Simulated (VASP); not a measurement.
# Lu in VASP: a series of runs, part 2 of 2

VASP 6.6.1. The steps go on from the part before.

## Step 3: Single point, PBEsol (28.32 Å³/atom)

This run uses another cell than the first one, of 28.32 Å³/atom.

Contents of INCAR:

```
SYSTEM = Lu
ALGO = Fast
EDIFF = 1E-7
ENCUT = 520
GGA = PS
ISIF = 2
ISMEAR = -1
LASPH = .True.
LCHARG = .False.
LREAL = .False.
LWAVE = .False.
NBANDS = 32
NELM = 80
PREC = Accurate
SIGMA = 0.05
```

Contents of KPOINTS:

```
k-points
0
Gamma
  9 9 5
  0 0 0
```

Contents of POSCAR:

```
Lu
1.0
    3.4557550070      0.0000000000      0.0000000000
   -1.7278775035      2.9927716254      0.0000000000
    0.0000000000      0.0000000000      5.4758786414
Lu
2
Direct
    0.6666666667      0.3333333333      0.7500000000
    0.3333333333      0.6666666667      0.2500000000
```

Potentials or basis: VASP PAW PBE potentials, release 64 (Lu).

Launch:

```console
> cat potpaw_PBE.64/Lu/POTCAR > POTCAR
> mpirun -np 1 vasp_std > vasp.out
```

OUTCAR:

```text
SYSTEM = Lu
   EDIFF = 1E-7
   ENCUT = 520
   GGA = PS
   ISIF = 2
   ISMEAR = -1
   LASPH = .True.
   LREAL = .False.
   NELM = 80
   PREC = Accurate

 ion  position               nearest neighbor table
   1  0.667  0.333  0.750-   2 3.39   2 3.39   2 3.39   2 3.39   2 3.39   2 3.39
   2  0.333  0.667  0.250-   1 3.39   1 3.39   1 3.39   1 3.39   1 3.39   1 3.39

  LATTYP: Found a hexagonal cell.
 ALAT       =     3.4557550070
 C/A-ratio  =     1.5845679541

  Lattice vectors:

 A1 = (   3.4557550070,   0.0000000000,   0.0000000000)
 A2 = (  -1.7278775035,   2.9927716254,   0.0000000000)
 A3 = (   0.0000000000,   0.0000000000,   5.4758786414)

Analysis of symmetry for initial positions (statically):
=====================================================================
 Subroutine PRICEL returns:
 Original cell was already a primitive cell.

 Routine SETGRP: Setting up the symmetry group for a
 hexagonal supercell.

 Subroutine GETGRP returns: Found 24 space group operations
 (whereof 12 operations were pure point group operations)
 out of a pool of 24 trial point group operations.

The static configuration has the point symmetry D_3d.
 The point group associated with its full space group is D_6h.

Analysis of symmetry for dynamics (positions and initial velocities):
=====================================================================
 Subroutine PRICEL returns:
 Original cell was already a primitive cell.

 Routine SETGRP: Setting up the symmetry group for a
 hexagonal supercell.

 Subroutine GETGRP returns: Found 24 space group operations
 (whereof 12 operations were pure point group operations)
 out of a pool of 24 trial point group operations.

The dynamic configuration has the point symmetry D_3d.
 The point group associated with its full space group is D_6h.

 Subroutine INISYM returns: Found 24 space group operations
 (whereof 12 operations are pure point group operations),
 and found     1 'primitive' translations

----------------------------------------------------------------------------------------

                                     Primitive cell

  volume of cell :      56.6331

  direct lattice vectors                    reciprocal lattice vectors
     3.455755007  0.000000000  0.000000000     0.289372365  0.167069213  0.000000000
    -1.727877504  2.992771625  0.000000000     0.000000000  0.334138426  0.000000000
     0.000000000  0.000000000  5.475878641     0.000000000  0.000000000  0.182619095

  length of vectors
     3.455755007  3.455755007  5.475878641     0.334138426  0.334138426  0.182619095

  position of ions in fractional coordinates (direct lattice)
     0.666666667  0.333333333  0.750000000
     0.333333333  0.666666667  0.250000000

  ion indices of the primitive-cell ions
   primitive index   ion index
                 1           1
                 2           2

----------------------------------------------------------------------------------------

 KPOINTS: k-points

Automatic generation of k-mesh.
 Grid dimensions read from file:
 generate k-points for:    9    9    5

 Generating k-lattice:

  Cartesian coordinates                     Fractional coordinates (reciprocal lattice)
     0.032152485  0.018563246  0.000000000     0.111111111  0.000000000  0.000000000
     0.000000000  0.037126492  0.000000000     0.000000000  0.111111111  0.000000000
     0.000000000  0.000000000  0.036523819     0.000000000  0.000000000  0.200000000

  Length of vectors
     0.037126492  0.037126492  0.036523819

  Shift w.r.t. Gamma in fractional coordinates (k-lattice)
     0.000000000  0.000000000  0.000000000

 Subroutine IBZKPT returns following result:
 ===========================================

 Found     36 irreducible k-points:

 Following reciprocal coordinates:
            Coordinates               Weight
  0.000000  0.000000  0.000000      1.000000
  0.111111  0.000000  0.000000      6.000000
  0.222222  0.000000  0.000000      6.000000
  0.333333  0.000000  0.000000      6.000000
  0.444444  0.000000  0.000000      6.000000
  0.111111  0.111111  0.000000      6.000000
[... 16 lines left out ...]
  0.333333  0.222222  0.200000     24.000000
  0.333333  0.333333  0.200000      4.000000
 [... further k-points ...]
   k-points           NKPTS =     36   k-points in BZ     NKDIM =     36   number of bands    NBANDS=     32
   number of dos      NEDOS =    301   number of ions     NIONS =      2
   total plane-waves  NPLWV =  32928
   dimension x,y,z NGX =    28 NGY =   28 NGZ =   42
   dimension x,y,z NGXF=    56 NGYF=   56 NGZF=   84
   ions per type =               2
   NGX,Y,Z   is equivalent  to a cutoff of  13.47, 13.47, 12.75 a.u.
   NGXF,Y,Z  is equivalent  to a cutoff of  26.94, 26.94, 25.50 a.u.
 SYSTEM =  Lu
   PREC   = accura    normal or accurate (medium, high low for compatibility)
   ISTART =      0    job   : 0-new  1-cont  2-samecut
   ICHARG =      2    charge: 1-file 2-atom 10-const
   ISPIN  =      1    spin polarized calculation?
   LNONCOLLINEAR =      F non collinear calculations
   LSORBIT =      F    spin-orbit coupling
   LASPH  =      T    aspherical Exc in radial PAW
   ENCUT  =  520.0 eV  38.22 Ry    6.18 a.u.   6.43  6.43 10.18*2*pi/ulx,y,z
   NELM   =     80;   NELMIN=  2; NELMDL= -5     # of ELM steps
   EDIFF  = 0.1E-06   stopping-criterion for ELM
   LREAL  =      F    real-space projection
   EDIFFG = 0.1E-05   stopping-criterion for IOM
   NSW    =      0    number of steps for IOM
   IBRION =     -1    ionic relax: 0-MD 1-quasi-New 2-CG
   NFREE  =      0    steps in history (QN), initial steepest desc. (CG)
   ISIF   =      2    stress and relaxation
   ISYM   =      2    0-nonsym 1-usesym 2-fastsym
   POTIM  = 0.5000    time-step for ionic-motion
   TEBEG  =    0.0;   TEEND  =   0.0 temperature during run
   PSTRESS=    0.0 pullay stress
   NELECT =      50.0000    total number of electrons
   NUPDOWN=      -1.0000    fix difference up-down
   EMIN   =  10.00;   EMAX   =-10.00  energy-range for DOS
   EFERMI =   0.00;   METHOD = LEGACY
   ISMEAR =    -1;   SIGMA  =   0.05  broadening in eV -4-tet -1-fermi 0-gaus
   EFERMI_NEDOS =   21; number of points for ismear=-14 and -15
   IALGO  =     68    algorithm
   IMIX   =      4    mixing-type and parameters
     AMIX     =   0.40;   BMIX     =  1.00
     AMIX_MAG =   1.60;   BMIX_MAG =  1.00
  volume/ion in A,a.u.               =      28.32       191.09
  Fermi-wavevector in a.u.,A,eV,Ry     =   1.570512  2.967838 33.558898  2.466509
  Thomas-Fermi vector in A             =   2.672235
   LORBIT       =      0    0 simple, 1 ext, 2 COOP (PROOUT), +10 PAW based schemes
   GGA     = PS    functional components
   LHFCALC =     F    Hartree Fock is set to
   AEXX    =    0.0000 exact exchange contribution
   IVDW    =     0    specifies the selected vdW correction
   LEPSILON=     F    determine dielectric tensor
   LRPA    =     F    only Hartree local field effects (RPA)
 non-spin polarized calculation
 RMM-DIIS sequential band-by-band and
  energy-cutoff  :      520.00
  volume of cell :       56.63
 maximum number of plane-waves:      1545
 NGX is ok and might be reduce to    28
   NGX = 13   NGY = 13   NGZ = 21

 number of electron      49.9999992 magnetization

 Free energy of the ion-electron system (eV)
  ---------------------------------------------------
  ext. energy  EPLUGINS =         0.00000000
  ---------------------------------------------------
  free energy    TOTEN  =        -9.90623154 eV

  energy without entropy =       -9.87666070  energy(sigma->0) =       -9.89144612

 E-fermi :   2.1923     XC(G=0): -10.9110

 val. band max:        2.1817318657   @ k =   0.3333   0.0000   0.4000
 cond. band min:       2.1989921734   @ k =   0.3333   0.1111   0.2000
 fundamental gap:      0.0172603078
 Fermi energy:         2.1923001413

 k-point     1 :       0.0000    0.0000    0.0000
  band No.  band energies     occupation
      1     -53.9286      2.00000
      2     -53.8901      2.00000
      3     -24.8943      2.00000
      4     -24.4211      2.00000
      5     -24.4211      2.00000
      6     -24.3346      2.00000
[... 24 lines left out ...]
     31       5.7613      0.00000
     32       5.7613      0.00000
[... 774 lines left out ...]
      2     -53.8874      2.00000
      3     -24.7152      2.00000
      4     -24.7079      2.00000
      5     -24.7079      2.00000
      6     -24.5656      2.00000
[... 24 lines left out ...]
     31       7.7993      0.00000
     32       7.8516      0.00000

 [... further k-points ...]

------------------------ aborting loop because EDIFF is reached ----------------------------------------

  FORCE on cell =-STRESS in cart. coord.  units (eV):
  Direction    XX          YY          ZZ          XY          YZ          ZX
  --------------------------------------------------------------------------------------
  -------------------------------------------------------------------------------------
  Total       -0.3271407     -0.3271407     -0.7688351      0.0000000      0.0000000      0.0000000
  in kB       -9.2549667     -9.2549667    -21.7507110      0.0000000      0.0000000      0.0000000
  external PRESSURE =     -13.4202148 kB  Pullay stress =       0.0000000 kB

 VOLUME and BASIS-vectors are now :
 -----------------------------------------------------------------------------
  energy-cutoff  :      520.00
  volume of cell :       56.63
      direct lattice vectors                 reciprocal lattice vectors
     3.455755007  0.000000000  0.000000000     0.289372365  0.167069213  0.000000000
    -1.727877504  2.992771625  0.000000000     0.000000000  0.334138426  0.000000000
     0.000000000  0.000000000  5.475878641     0.000000000  0.000000000  0.182619095

 POSITION                                       TOTAL-FORCE (eV/Angst)
 -----------------------------------------------------------------------------------
      1.72788      0.99759      4.10691         0.000000      0.000000      0.000000
     -0.00000      1.99518      1.36897         0.000000     -0.000000      0.000000
 -----------------------------------------------------------------------------------
    total drift:                               -0.000000      0.000000     -0.000000

  FREE ENERGIE OF THE ION-ELECTRON SYSTEM (eV)
  ---------------------------------------------------
  free  energy   TOTEN  =        -9.9062315353 eV

  energy  without entropy=       -9.8766607008  energy(sigma->0) =       -9.89144612
```

Wall time 2.5 min (1 thread of Intel Xeon Platinum 8488C (Sapphire Rapids), shared host); peak memory 0.22 GiB.

What came out:

| Item | Value |
| --- | --- |
| Free energy | -9.9062 eV |
| Pressure | -1.3 GPa |
| Band gap on the k mesh | zero (bands 25 and 26 overlap by 1.46 eV) |

Levels at points of the mesh, in eV from the Fermi level:
| k point | band 23 | band 24 | band 25 | band 26 | band 27 | band 28 |
| --- | --- | --- | --- | --- | --- | --- |
| (0.00, 0.00, 0.00) | -4.78 | -2.50 | 0.67 | 2.21 | 2.21 | 2.50 |

Caveat: the PAW data sets were made with another functional, which shifts forces and pressure a little; spin-orbit coupling is left out, which moves the levels of the heavy elements.

## Step 4: Single point, PBEsol (28.91 Å³/atom)

This run uses another cell than the first one, of 28.91 Å³/atom.

Contents of INCAR:

```
SYSTEM = Lu
ALGO = Normal
EDIFF = 1E-6
ENCUT = 520
GGA = PS
ISIF = 2
ISMEAR = -1
LASPH = .TRUE.
LCHARG = .FALSE.
LREAL = .FALSE.
LWAVE = .FALSE.
NBANDS = 32
NELM = 80
PREC = Accurate
SIGMA = 0.05
```

Contents of KPOINTS:

```
k-points
0
G
  9 9 5
  0 0 0
```

Contents of POSCAR:

```
Lu
1.0
    3.4795885533      0.0000000000      0.0000000000
   -1.7397942767      3.0134120819      0.0000000000
    0.0000000000      0.0000000000      5.5136445151
Lu
2
Direct
    0.6666666667      0.3333333333      0.7500000000
    0.3333333333      0.6666666667      0.2500000000
```

Launch:

```console
> cat potpaw_PBE.64/Lu/POTCAR > POTCAR
> mpirun -np 1 vasp_std > vasp.out
```

It took 60 s on 1 thread of Intel Xeon Platinum 8488C (Sapphire Rapids), shared host; peak memory 0.21 GiB.

The run converged. Its results:

- Free energy: -9.8947 eV
- Pressure: -2.1 GPa
- Band gap on the k mesh: zero (bands 25 and 26 overlap by 1.44 eV)

Stress tensor (GPa, compression positive):
```
-1.71  0.00  0.00
 0.00 -1.71  0.00
 0.00  0.00 -2.86
```

Levels at points of the mesh, in eV from the Fermi level:
```tsv
k point	band 23	band 24	band 25	band 26	band 27	band 28
(0.00, 0.00, 0.00)	-4.82	-2.47	0.61	2.20	2.20	2.48
```

Caveat: the PAW data sets were made with another functional, which shifts forces and pressure a little; spin-orbit coupling is left out, which moves the levels of the heavy elements.

## Step 5: Single point, PBEsol (31.27 Å³/atom)

This run uses another cell than the first one, of 31.27 Å³/atom.

Contents of INCAR:

```
ALGO = Normal ; EDIFF = 1E-6
ENCUT = 520 ; GGA = PS
ISIF = 2 ; ISMEAR = -1
LASPH = True ; LCHARG = False
LREAL = False ; LWAVE = False
NBANDS = 32 ; NELM = 100
PREC = Accurate ; SIGMA = 0.05
```

Contents of KPOINTS:

```
k-points
0
Gamma
  9 9 5
```

Contents of POSCAR:

```
Lu
1.0
    3.5718056782      0.0000000000      0.0000000000
   -1.7859028391      3.0932744547      0.0000000000
    0.0000000000      0.0000000000      5.6597688160
Lu
2
Direct
    0.6666666667      0.3333333333      0.7500000000
    0.3333333333      0.6666666667      0.2500000000
```

Launch:

```console
> cat potpaw_PBE.64/Lu/POTCAR > POTCAR
> mpirun -np 1 vasp_std > vasp.out
```

It took 56 s on 1 thread of Intel Xeon Platinum 8488C (Sapphire Rapids), shared host; peak memory 0.21 GiB.

It converged, with:

```yaml
Free_energy: -9.7899 eV
Pressure: -5.0 GPa
Band_gap_on_the_k_mesh: zero (bands 25 and 26 overlap by 1.31 eV)
```

Stress tensor (GPa, compression positive):
```
-4.70  0.00  0.00
 0.00 -4.70  0.00
 0.00  0.00 -5.54
```

Levels at points of the mesh, in eV from the Fermi level:
```tsv
k point	band 22	band 23	band 24	band 25	band 26	band 27	band 28	band 29
(0.00, 0.00, 0.00)	-4.99	-4.99	-2.34	0.40	2.12	2.12	2.37	2.76
```

Caveat: the cell stands under tension; the PAW data sets were made with another functional, which shifts forces and pressure a little; spin-orbit coupling is left out, which moves the levels of the heavy elements.

## Step 6: Single point, PBEsol (atoms moved at random)

Contents of INCAR:

```
SYSTEM = Lu
ALGO = Fast
EDIFF = 1E-6
ENCUT = 520
GGA = PS
ISIF = 2
ISMEAR = -1
LASPH = .TRUE.
LCHARG = .FALSE.
LREAL = .FALSE.
LWAVE = .FALSE.
NBANDS = 32
NELM = 100
PREC = Accurate
SIGMA = 0.05
```

Contents of KPOINTS:

```
k-points
0
G
  9 9 5
  0 0 0
```

Contents of POSCAR:

```
Lu
1.0
    3.5031000000      0.0000000000      0.0000000000
   -1.7515500000      3.0337735920      0.0000000000
    0.0000000000      0.0000000000      5.5509000000
Lu
2
Direct
    0.6687240000      0.3340780000      0.7522110000
    0.3321500000      0.6592670000      0.2488660000
```

Potentials or basis: VASP PAW PBE potentials, release 64 (Lu).

Launch:

```console
> cat potpaw_PBE.64/Lu/POTCAR > POTCAR
> mpirun -np 1 vasp_std > vasp.out
```

OUTCAR:

```text
SYSTEM = Lu
   EDIFF = 1E-6
   ENCUT = 520
   GGA = PS
   ISIF = 2
   ISMEAR = -1
   LASPH = .TRUE.
   LREAL = .FALSE.
   NELM = 100
   PREC = Accurate

 ion  position               nearest neighbor table
   1  0.669  0.334  0.752-   2 3.41   2 3.41   2 3.43   2 3.44   2 3.44   2 3.46
   2  0.332  0.659  0.249-   1 3.41   1 3.41   1 3.43   1 3.44   1 3.44   1 3.46

  LATTYP: Found a hexagonal cell.
 ALAT       =     3.5031000000
 C/A-ratio  =     1.5845679541

  Lattice vectors:

[... 1030 lines left out ...]
------------------------ aborting loop because EDIFF is reached ----------------------------------------

  FORCE on cell =-STRESS in cart. coord.  units (eV):
  Direction    XX          YY          ZZ          XY          YZ          ZX
  --------------------------------------------------------------------------------------
  -------------------------------------------------------------------------------------
  Total       -1.3149386     -1.3560745     -1.7262667     -0.0029262      0.0026702     -0.0002344
  in kB      -35.7122296    -36.8294338    -46.8834285     -0.0794722      0.0725185     -0.0063668
  external PRESSURE =     -39.8083640 kB  Pullay stress =       0.0000000 kB

 VOLUME and BASIS-vectors are now :
 -----------------------------------------------------------------------------
  energy-cutoff  :      520.00
  volume of cell :       58.99
      direct lattice vectors                 reciprocal lattice vectors
     3.503100000  0.000000000  0.000000000     0.285461448  0.164811244  0.000000000
    -1.751550000  3.033773592  0.000000000     0.000000000  0.329622488  0.000000000
     0.000000000  0.000000000  5.550900000     0.000000000  0.000000000  0.180150967

 POSITION                                       TOTAL-FORCE (eV/Angst)
 -----------------------------------------------------------------------------------
      1.75745      1.01352      4.17545         0.003944     -0.031016     -0.070272
      0.00882      2.00007      1.38143        -0.003944      0.031016      0.070272
 -----------------------------------------------------------------------------------
    total drift:                                0.000126      0.000049     -0.000052

  FREE ENERGIE OF THE ION-ELECTRON SYSTEM (eV)
  ---------------------------------------------------
  free  energy   TOTEN  =        -9.8756398697 eV

  energy  without entropy=       -9.8449346103  energy(sigma->0) =       -9.86028724
```

OSZICAR:

```text
N       E                     dE             d eps       ncg     rms          rms(c)
DAV:   1     0.241516279600E+03    0.24152E+03   -0.19392E+04 18824   0.509E+03
DAV:   2     0.199308598379E+02   -0.22159E+03   -0.21298E+03 14088   0.557E+02
DAV:   3    -0.736755848297E+01   -0.27298E+02   -0.26831E+02 18464   0.117E+02
DAV:   4    -0.999858191576E+01   -0.26310E+01   -0.26150E+01 20264   0.248E+01
[... 20 lines left out ...]
RMM:  25    -0.987565092749E+01    0.15249E-05   -0.12227E-05 12368   0.112E-02    0.944E-02
RMM:  26    -0.987564806162E+01    0.28659E-05   -0.10008E-05 13601   0.142E-02    0.851E-02
RMM:  27    -0.987564276639E+01    0.52952E-05   -0.11349E-05 17378   0.207E-02    0.639E-02
RMM:  28    -0.987564037423E+01    0.23922E-05   -0.89443E-06 17125   0.188E-02    0.460E-02
RMM:  29    -0.987563986971E+01    0.50452E-06   -0.73264E-06 15180   0.167E-02
   1 F= -.98756399E+01 E0= -.98602872E+01  d E =-.307053E-01
```

stdout:

```text
POSCAR found type information on POSCAR Lu
 POSCAR found :  1 types and       2 ions
 scaLAPACK will be used
 -----------------------------------------------------------------------------
|                                                                             |
|                                                                             |
|     You enforced a specific xc type in the INCAR file but a different       |
[... 22 lines left out ...]
WARNING in EDDRMM: call to ZHEGV failed, returncode =   8  4     26
WARNING in EDDRMM: call to ZHEGV failed, returncode =   6  3     26
WARNING in EDDRMM: call to ZHEGV failed, returncode =   8  4     24
WARNING in EDDRMM: call to ZHEGV failed, returncode =   8  4     12
WARNING in EDDRMM: call to ZHEGV failed, returncode =   8  4     26
WARNING in EDDRMM: call to ZHEGV failed, returncode =   6  3     26
WARNING in EDDRMM: call to ZHEGV failed, returncode =   6  3     23
```

It took 10 min on 1 thread of Intel Xeon Platinum 8488C (Sapphire Rapids), shared host; peak memory 0.42 GiB.

Results:

```
Free energy            : -9.8756 eV
Pressure               : -4.0 GPa
Largest force          : 0.077 eV/Å
Band gap on the k mesh : zero (bands 25 and 26 overlap by 1.42 eV)
```

Forces in eV/Å, atoms in the order of the input:
```
Lu   0.004 -0.031 -0.070
Lu  -0.004  0.031  0.070
```

Caveat: the cell differs from its parent crystal (atoms moved at random); the cell stands under tension; the PAW data sets were made with another functional, which shifts forces and pressure a little; spin-orbit coupling is left out, which moves the levels of the heavy elements.

## Step 7: Overview

| cell | gap on the mesh (eV) | pressure (GPa) |
| --- | --- | --- |
| a = 3.432, b = 3.432, c = 5.438 Å, angles 90.0, 90.0, 120.0°, 2 atoms, atomic positions A | none | -0.2 |
| a = 3.456, b = 3.456, c = 5.476 Å, angles 90.0, 90.0, 120.0°, 2 atoms, atomic positions A | none | -1.3 |
| a = 3.480, b = 3.480, c = 5.514 Å, angles 90.0, 90.0, 120.0°, 2 atoms, atomic positions A | none | -2.1 |
| a = 3.572, b = 3.572, c = 5.660 Å, angles 90.0, 90.0, 120.0°, 2 atoms, atomic positions A | none | -5.0 |
| a = 3.503, b = 3.503, c = 5.551 Å, angles 90.0, 90.0, 120.0°, 2 atoms, atomic positions B | none | -4.0 |

Alike in all rows: task single point; level PBEsol; potentials or basis VASP PAW PBE potentials, release 64 (Lu); no spin polarisation; k mesh 9 × 9 × 5; cutoff (eV) 520; smearing fermi-dirac 0.05 eV.

Caveats: the PAW data sets were made with another functional, which shifts forces and pressure a little; spin-orbit coupling is left out, which moves the levels of the heavy elements; the cell stands under tension (at least some runs).

Total energies depend on the potentials used, so only differences within one code and one set of settings carry meaning.

The gap in the log of VASP goes by the Fermi energy; the results here count the filled bands.